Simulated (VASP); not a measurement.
# GaSb (F-43m) in VASP: further runs

GaSb is run at these levels: PBE, r2SCAN; tasks: single point.

Program: VASP 6.6.1. These are calculated values, not measurements. Logs are shortened: lines on timing, memory, paths and dates and some standing lists are left out, and cuts for length are marked.

### 1 The cell of the first run

The structure is cubic, space group F-43m (No. 216). Conventional cell: a = 6.377 Å, b = 6.377 Å, c = 6.377 Å, α = 90.00°, β = 90.00°, γ = 90.00°. Within 3.6 Å of Ga (site symmetry -43m) lie 4 Sb at 2.76 Å. Sb (site symmetry -43m) has 4 Ga at 2.76 Å within 3.6 Å.

### 2 Single point, PBE (strain +4.0%)

Contents of INCAR:

```
SYSTEM = GaSb
PREC = Accurate ; ENCUT = 520
EDIFF = 1E-7 ; ISMEAR = -1
SIGMA = 0.02 ; LREAL = .False.
LASPH = .True. ; NELM = 60
ALGO = Normal ; ISIF = 2
LWAVE = .False. ; LCHARG = .False.
GGA = PE ; NBANDS = 16
```

Contents of KPOINTS:

```
regular mesh
0
Gamma
  8 8 8
  0 0 0
```

Contents of POSCAR:

```
GaSb
1.0
    0.0000000000      3.1885139498      3.1885139498
    3.1885139498      0.0000000000      3.1885139498
    3.1885139498      3.1885139498      0.0000000000
Ga Sb
1 1
Direct
    0.0000000000      0.0000000000      0.0000000000
    0.2500000000      0.2500000000      0.2500000000
```

Potentials or basis: VASP PAW PBE potentials, release 64 (Ga_d, Sb).

Launch:

```console
> cat potpaw_PBE.64/Ga_d/POTCAR potpaw_PBE.64/Sb/POTCAR > POTCAR
> mpirun -np 1 vasp_std > vasp.out
```

OUTCAR:

```text
SYSTEM = GaSb
   PREC = Accurate
   ENCUT = 520
   EDIFF = 1E-7
   ISMEAR = -1
   LREAL = .False.
   LASPH = .True.
   NELM = 60
   ISIF = 2
   GGA = PE

 ion  position               nearest neighbor table
   1  0.000  0.000  0.000-   2 2.76   2 2.76   2 2.76   2 2.76
   2  0.250  0.250  0.250-   1 2.76   1 2.76   1 2.76   1 2.76

  LATTYP: Found a face centered cubic cell.
 ALAT       =     6.3770278996

  Lattice vectors:

 A1 = (   0.0000000000,   3.1885139498,   3.1885139498)
 A2 = (   3.1885139498,   0.0000000000,   3.1885139498)
 A3 = (   3.1885139498,   3.1885139498,   0.0000000000)

Analysis of symmetry for initial positions (statically):
=====================================================================
 Subroutine PRICEL returns:
 Original cell was already a primitive cell.

 Routine SETGRP: Setting up the symmetry group for a
 face centered cubic supercell.

 Subroutine GETGRP returns: Found 24 space group operations
 (whereof 24 operations were pure point group operations)
 out of a pool of 48 trial point group operations.

The static configuration has the point symmetry T_d .

Analysis of symmetry for dynamics (positions and initial velocities):
=====================================================================
 Subroutine PRICEL returns:
 Original cell was already a primitive cell.

 Routine SETGRP: Setting up the symmetry group for a
 face centered cubic supercell.

 Subroutine GETGRP returns: Found 24 space group operations
 (whereof 24 operations were pure point group operations)
 out of a pool of 48 trial point group operations.

The dynamic configuration has the point symmetry T_d .

 Subroutine INISYM returns: Found 24 space group operations
 (whereof 24 operations are pure point group operations),
 and found     1 'primitive' translations

----------------------------------------------------------------------------------------

                                     Primitive cell

  volume of cell :      64.8328

  direct lattice vectors                    reciprocal lattice vectors
     0.000000000  3.188513950  3.188513950    -0.156812863  0.156812863  0.156812863
     3.188513950  0.000000000  3.188513950     0.156812863 -0.156812863  0.156812863
     3.188513950  3.188513950  0.000000000     0.156812863  0.156812863 -0.156812863
[... 74 lines left out ...]
 SYSTEM =  GaSb
   PREC   = accura    normal or accurate (medium, high low for compatibility)
   ISTART =      0    job   : 0-new  1-cont  2-samecut
   ICHARG =      2    charge: 1-file 2-atom 10-const
   ISPIN  =      1    spin polarized calculation?
   LNONCOLLINEAR =      F non collinear calculations
   LSORBIT =      F    spin-orbit coupling
   LASPH  =      T    aspherical Exc in radial PAW
   ENCUT  =  520.0 eV  38.22 Ry    6.18 a.u.   8.38  8.38  8.38*2*pi/ulx,y,z
   NELM   =     60;   NELMIN=  2; NELMDL= -5     # of ELM steps
   EDIFF  = 0.1E-06   stopping-criterion for ELM
   LREAL  =      F    real-space projection
   EDIFFG = 0.1E-05   stopping-criterion for IOM
   NSW    =      0    number of steps for IOM
   IBRION =     -1    ionic relax: 0-MD 1-quasi-New 2-CG
   NFREE  =      0    steps in history (QN), initial steepest desc. (CG)
   ISIF   =      2    stress and relaxation
   ISYM   =      2    0-nonsym 1-usesym 2-fastsym
   POTIM  = 0.5000    time-step for ionic-motion
   TEBEG  =    0.0;   TEEND  =   0.0 temperature during run
   PSTRESS=    0.0 pullay stress
   NELECT =      18.0000    total number of electrons
   NUPDOWN=      -1.0000    fix difference up-down
   EMIN   =  10.00;   EMAX   =-10.00  energy-range for DOS
   EFERMI =   0.00;   METHOD = LEGACY
   ISMEAR =    -1;   SIGMA  =   0.02  broadening in eV -4-tet -1-fermi 0-gaus
   EFERMI_NEDOS =   21; number of points for ismear=-14 and -15
   IALGO  =     38    algorithm
   IMIX   =      4    mixing-type and parameters
     AMIX     =   0.40;   BMIX     =  1.00
     AMIX_MAG =   1.60;   BMIX_MAG =  1.00
  volume/ion in A,a.u.               =      32.42       218.76
  Fermi-wavevector in a.u.,A,eV,Ry     =   1.067990  2.018209 15.518852  1.140603
  Thomas-Fermi vector in A             =   2.203624
   LORBIT       =      0    0 simple, 1 ext, 2 COOP (PROOUT), +10 PAW based schemes
   GGA     = PE    functional components
   LHFCALC =     F    Hartree Fock is set to
   AEXX    =    0.0000 exact exchange contribution
   IVDW    =     0    specifies the selected vdW correction
   LEPSILON=     F    determine dielectric tensor
   LRPA    =     F    only Hartree local field effects (RPA)
 non-spin polarized calculation
  energy-cutoff  :      520.00
  volume of cell :       64.83
 maximum number of plane-waves:      1807
 NGX is ok and might be reduce to    36
   NGX = 17   NGY = 17   NGZ = 17

 number of electron      18.0000010 magnetization

 Free energy of the ion-electron system (eV)
  ---------------------------------------------------
  ext. energy  EPLUGINS =         0.00000000
  ---------------------------------------------------
  free energy    TOTEN  =        -7.32147738 eV

  energy without entropy =       -7.32132661  energy(sigma->0) =       -7.32140200

 E-fermi :   3.6982     XC(G=0):  -8.5550

 val. band max:        3.6843642065   @ k =   0.0000   0.0000   0.0000
 cond. band min:       3.8530574050   @ k =   0.5000   0.0000   0.0000
 fundamental gap:      0.1686931985
 Fermi energy:         3.6981837581

 k-point     1 :       0.0000    0.0000    0.0000
  band No.  band energies     occupation
      1     -11.1536      2.00000
      2     -11.1536      2.00000
      3     -11.1536      2.00000
      4     -11.1203      2.00000
      5     -11.1203      2.00000
      6      -6.9960      2.00000
[... 433 lines left out ...]
      3     -11.1430      2.00000
      4     -11.1220      2.00000
      5     -11.1199      2.00000
      6      -5.3828      2.00000
[... 8 lines left out ...]
     15      13.0902      0.00000
     16      13.3408      0.00000

 [... further k-points ...]
[... 5 lines left out ...]
  --------------------------------------------------------------------------------------
  -------------------------------------------------------------------------------------
  Total       -1.1466760     -1.1466760     -1.1466760     -0.0000000      0.0000000      0.0000000
  in kB      -28.3371604    -28.3371604    -28.3371604     -0.0000000      0.0000000      0.0000000
  external PRESSURE =     -28.3371604 kB  Pullay stress =       0.0000000 kB

 VOLUME and BASIS-vectors are now :
 -----------------------------------------------------------------------------
  energy-cutoff  :      520.00
  volume of cell :       64.83
      direct lattice vectors                 reciprocal lattice vectors
     0.000000000  3.188513950  3.188513950    -0.156812863  0.156812863  0.156812863
     3.188513950  0.000000000  3.188513950     0.156812863 -0.156812863  0.156812863
     3.188513950  3.188513950  0.000000000     0.156812863  0.156812863 -0.156812863

 POSITION                                       TOTAL-FORCE (eV/Angst)
 -----------------------------------------------------------------------------------
      0.00000      0.00000      0.00000        -0.000000     -0.000000     -0.000000
      1.59426      1.59426      1.59426         0.000000      0.000000      0.000000
 -----------------------------------------------------------------------------------
    total drift:                                0.000001      0.000001      0.000001

  FREE ENERGIE OF THE ION-ELECTRON SYSTEM (eV)
  ---------------------------------------------------
  free  energy   TOTEN  =        -7.3214773804 eV

  energy  without entropy=       -7.3213266111  energy(sigma->0) =       -7.32140200
```

OSZICAR:

```text
N       E                     dE             d eps       ncg     rms          rms(c)
DAV:   1     0.814605846509E+02    0.81461E+02   -0.85539E+03   936   0.134E+03
DAV:   2    -0.922590134014E+00   -0.82383E+02   -0.78991E+02  1112   0.287E+02
DAV:   3    -0.724073968210E+01   -0.63181E+01   -0.63037E+01  1088   0.644E+01
DAV:   4    -0.735710279558E+01   -0.11636E+00   -0.11635E+00  1192   0.986E+00
DAV:   5    -0.735999076432E+01   -0.28880E-02   -0.28879E-02  1192   0.137E+00    0.272E+00
DAV:   6    -0.732719628975E+01    0.32794E-01   -0.61691E-02  1304   0.357E+00    0.160E+00
DAV:   7    -0.731990442741E+01    0.72919E-02   -0.28864E-02  1080   0.133E+00    0.341E-01
DAV:   8    -0.732090532666E+01   -0.10009E-02   -0.41293E-03  1208   0.691E-01    0.594E-02
DAV:   9    -0.732137758963E+01   -0.47226E-03   -0.57755E-04  1128   0.200E-01    0.276E-02
DAV:  10    -0.732146920429E+01   -0.91615E-04   -0.10177E-04  1128   0.506E-02    0.820E-03
DAV:  11    -0.732147625645E+01   -0.70522E-05   -0.12454E-05  1152   0.279E-02    0.438E-03
DAV:  12    -0.732147752792E+01   -0.12715E-05   -0.21321E-06  1088   0.776E-03    0.281E-03
DAV:  13    -0.732147738464E+01    0.14328E-06   -0.10609E-07  1024   0.239E-03    0.328E-04
DAV:  14    -0.732147738042E+01    0.42191E-08   -0.85616E-09   840   0.768E-04
   1 F= -.73214774E+01 E0= -.73214020E+01  d E =-.150769E-03
```

Run time: 33 s. Hardware: 1 thread of Intel Xeon 6975P-C, shared host; peak memory 0.21 GiB.

Results:

```
Free energy            : -7.3215 eV
Pressure               : -2.8 GPa
Band gap on the k mesh : zero (filled and empty bands touch)
```

Caveat: the cell differs from its parent crystal (strain +4.0%); spin-orbit coupling is left out, which moves the levels of the heavy elements.

### 3 Single point, r2SCAN (strain -4.0%)

Contents of POSCAR:

```
GaSb
1.0
    0.0000000000      2.9432436460      2.9432436460
    2.9432436460      0.0000000000      2.9432436460
    2.9432436460      2.9432436460      0.0000000000
Ga Sb
1 1
Direct
    0.0000000000      0.0000000000      0.0000000000
    0.2500000000      0.2500000000      0.2500000000
```

Contents of INCAR.step1:

```
SYSTEM = GaSb
PREC = Accurate
ENCUT = 520
ISMEAR = 0
SIGMA = 0.01
LREAL = .False.
LASPH = .True.
NELM = 80
NBANDS = 16
GGA = PE
ALGO = Normal
EDIFF = 1E-4
LWAVE = .True.
LCHARG = .False.
```

Contents of INCAR.step2:

```
SYSTEM = GaSb
PREC = Accurate
ENCUT = 520
EDIFF = 1E-6
ISMEAR = 0
SIGMA = 0.01
LREAL = .False.
LASPH = .True.
NELM = 80
ALGO = Normal
ISIF = 2
LWAVE = .False.
LCHARG = .False.
METAGGA = R2SCAN
LMIXTAU = .True.
NBANDS = 16
ISTART = 1
```

Contents of KPOINTS:

```
Automatic mesh
0
Gamma
  8 8 8
  0 0 0
```

Potentials or basis: VASP PAW PBE potentials, release 64 (Ga_d, Sb).

Launch:

```console
> cat potpaw_PBE.64/Ga_d/POTCAR potpaw_PBE.64/Sb/POTCAR > POTCAR
> cp INCAR.step1 INCAR
> mpirun -np 1 vasp_std > vasp.out
> cp INCAR.step2 INCAR
> mpirun -np 1 vasp_std > vasp.out
```

OUTCAR:

```text
SYSTEM = GaSb
   PREC = Accurate
   ENCUT = 520
   EDIFF = 1E-6
   ISMEAR = 0
   LREAL = .False.
   LASPH = .True.
   NELM = 80
   ISIF = 2
   METAGGA = R2SCAN
   ISTART = 1

 ion  position               nearest neighbor table
   1  0.000  0.000  0.000-   2 2.55   2 2.55   2 2.55   2 2.55
   2  0.250  0.250  0.250-   1 2.55   1 2.55   1 2.55   1 2.55

  LATTYP: Found a face centered cubic cell.
 ALAT       =     5.8864872920

  Lattice vectors:

 A1 = (   0.0000000000,   2.9432436460,   2.9432436460)
 A2 = (   2.9432436460,   0.0000000000,   2.9432436460)
 A3 = (   2.9432436460,   2.9432436460,   0.0000000000)
[... 625 lines left out ...]
      5      -9.7281      2.00000
      6      -4.3782      2.00000
[... 8 lines left out ...]
     15      16.4208      0.00000
     16      17.2896      0.00000

 [... further k-points ...]
[... 5 lines left out ...]
  --------------------------------------------------------------------------------------
  -------------------------------------------------------------------------------------
  Total        2.8191785      2.8191785      2.8191785      0.0000000      0.0000000     -0.0000000
  in kB       88.5777239     88.5777239     88.5777239      0.0000000      0.0000000     -0.0000000
  external PRESSURE =      88.5777239 kB  Pullay stress =       0.0000000 kB

 VOLUME and BASIS-vectors are now :
 -----------------------------------------------------------------------------
  energy-cutoff  :      520.00
  volume of cell :       50.99
      direct lattice vectors                 reciprocal lattice vectors
     0.000000000  2.943243646  2.943243646    -0.169880601  0.169880601  0.169880601
     2.943243646  0.000000000  2.943243646     0.169880601 -0.169880601  0.169880601
     2.943243646  2.943243646  0.000000000     0.169880601  0.169880601 -0.169880601

 POSITION                                       TOTAL-FORCE (eV/Angst)
 -----------------------------------------------------------------------------------
      0.00000      0.00000      0.00000        -0.000000     -0.000000     -0.000000
      1.47162      1.47162      1.47162         0.000000      0.000000      0.000000
 -----------------------------------------------------------------------------------
    total drift:                               -0.000001     -0.000001     -0.000001

  FREE ENERGIE OF THE ION-ELECTRON SYSTEM (eV)
  ---------------------------------------------------
  free  energy   TOTEN  =       -37.4347506155 eV

  energy  without entropy=      -37.4347506155  energy(sigma->0) =      -37.43475062
```

It took 50 s on 1 thread of Intel Xeon 6975P-C, shared host; peak memory 0.2 GiB.

Results:

```
Free energy            : -37.4348 eV
Pressure               : 8.9 GPa
Band gap on the k mesh : 0.91 eV, indirect (least direct gap 1.36 eV)
```

Caveat: the cell differs from its parent crystal (strain -4.0%); the PAW data sets were made with another functional, which shifts forces and pressure a little; spin-orbit coupling is left out, which moves the levels of the heavy elements.
